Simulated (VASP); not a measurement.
Write the native input for VASP 6.6.1 that does the following.

```
Task                   : relaxation of the atoms
Functional             : PBE
Potentials or basis    : VASP PAW PBE potentials, release 64 (Zn, O)
Cutoff                 : 520 eV
k mesh                 : 12 × 12 × 7
Occupations            : fermi-dirac, width 0.01 eV
Spin                   : no spin polarisation
Dipole correction      : no
Further INCAR settings : ALGO = Normal; EDIFF = 1e-06; IBRION = 2; EDIFFG = -0.02; NSW = 80
```

The structure of ZnO lies in POSCAR:

```
ZnO
1.0
    3.2373510235      0.0000000000      0.0000000000
   -1.6186755117      2.8036282273      0.0000000000
    0.0000000000      0.0000000000      5.2220613000
Zn O
2 2
Direct
    0.6666666667      0.3333333333      0.5005917000
    0.3333333333      0.6666666667      0.0005917000
    0.6666666667      0.3333333333      0.8797183000
    0.3333333333      0.6666666667      0.3797183000
```

These files were run (other wordings do the same):

INCAR

```
SYSTEM = ZnO
PREC = Accurate
ENCUT = 520
EDIFF = 1E-6
ISMEAR = -1
SIGMA = 0.01
LREAL = .False.
LASPH = .True.
NELM = 100
ALGO = Normal
ISIF = 2
LWAVE = .False.
LCHARG = .False.
GGA = PE
IBRION = 2
NSW = 80
EDIFFG = -0.02
```

KPOINTS

```
regular mesh
0
Gamma
  12 12 7
  0 0 0
```

Potentials or basis: VASP PAW PBE potentials, release 64 (Zn, O).

Run with:

```sh
$ cat potpaw_PBE.64/Zn/POTCAR potpaw_PBE.64/O/POTCAR > POTCAR
$ mpirun -np 1 vasp_std > vasp.out
```

Results of the run:

* Pressure after relaxing: 6.7 GPa
* Band gap on the k mesh: 0.79 eV

Caveat: semilocal functionals underestimate gaps, and a narrow one can read as zero.

Run time: 47 s on 1 thread of Intel(R) Xeon(R) Platinum 8488C (Sapphire Rapids), on a shared host, peak memory 0.2 GiB.
